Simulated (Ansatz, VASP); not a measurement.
## NaI in VASP and in Ansatz

```
CELL_PARAMETERS angstrom
4.04054 0.00000 0.00000
0.00000 4.04054 0.00000
0.00000 0.00000 4.04054
ATOMIC_POSITIONS crystal
Na 0.00000 0.00000 0.00000
I 0.50000 0.50000 0.50000
```

Alike in both runs: task single point; functional r2SCAN; k mesh 4 × 4 × 4; no spin polarisation.

|  | VASP | Ansatz |
| --- | --- | --- |
| version | VASP 6.6.1 | Ansatz 0.2.0 |
| potentials or method | VASP PAW PBE potentials, release 64 (Na_pv, I) | plane waves, PAW |
| plane-wave cutoff (eV) | 520 | 500 |
| occupations | gaussian, width 0.01 eV | fixed |
| valence electrons in the cell | 14 | 26 |

Ansatz gave:

```
gap on the k mesh at the Fermi level (eV) : 3.05
```

Problem. What did VASP give for the same quantities?

Solution. gap on the k mesh at the Fermi level (eV): 3.06.

VASP's potentials were made for PBE, not for r2SCAN. VASP's potentials hold 14 valence electrons a cell and Ansatz's 26, so a difference there can come from the potentials and not from the codes.

Neither program's run includes spin-orbit coupling.
